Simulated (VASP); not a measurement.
Wanted: the native input for a VASP 6.6.1 run.

```
Task                   : single point
Functional             : PBEsol
Potentials or basis    : VASP PAW PBE potentials, release 64 (Cs_sv, Pb_d, Cl)
Cutoff                 : 520 eV
k mesh                 : 6 × 6 × 6
Occupations            : gaussian, width 0.05 eV
Spin                   : no spin polarisation
Dipole correction      : no
Further INCAR settings : ALGO = Normal; EDIFF = 1e-06; NBANDS = 30
```

The structure of CsPbCl3 lies in POSCAR:

```
CsPbCl3
1.0
    5.7451250000      0.0000000000      0.0000000000
    0.0000000000      5.7451250000      0.0000000000
    0.0000000000      0.0000000000      5.4648750000
Cs Pb Cl
1 1 3
Direct
    0.0000000000      0.0000000000      0.0000000000
    0.5000000000      0.5000000000      0.5000000000
    0.0000000000      0.5000000000      0.5000000000
    0.5000000000      0.0000000000      0.5000000000
    0.5000000000      0.5000000000      0.0000000000
```

This cell differs from its parent crystal: strain +0.025 along x and y, -0.025 along z.

These files were run (other wordings do the same):

INCAR

```
ALGO     = Normal         # electronic algorithm
EDIFF    = 1E-6           # SCF threshold, eV
ENCUT    = 520            # plane-wave cutoff, eV
GGA      = PS             # functional
ISIF     = 2              # what is computed and relaxed
ISMEAR   = 0              # smearing method
LASPH    = True           # aspherical terms in the spheres
LCHARG   = False          # write CHGCAR
LREAL    = False          # projectors in reciprocal space
LWAVE    = False          # write WAVECAR
NBANDS   = 30             # bands
NELM     = 80             # most SCF steps
PREC     = Accurate       # precision mode
SIGMA    = 0.05           # smearing width, eV
```

KPOINTS

```
k-points
0
Gamma
  6 6 6
```

Potentials or basis: VASP PAW PBE potentials, release 64 (Cs_sv, Pb_d, Cl).

The run is started by

```sh
$ cat potpaw_PBE.64/Cs_sv/POTCAR potpaw_PBE.64/Pb_d/POTCAR potpaw_PBE.64/Cl/POTCAR > POTCAR
$ mpirun -np 1 vasp_std > vasp.out
```

It gave:

```
Pressure               : -0.3 GPa
Band gap on the k mesh : 1.76 eV
```

Caveat: the cell differs from its parent crystal (strain +0.025 along x and y, -0.025 along z); the PAW data sets were made with another functional, which shifts forces and pressure a little; spin-orbit coupling is left out, which moves the levels of the heavy elements.

It took 2.6 min on 1 thread of Intel(R) Xeon(R) 6975P-C (Granite Rapids), with other jobs on the host, peak memory 0.43 GiB.
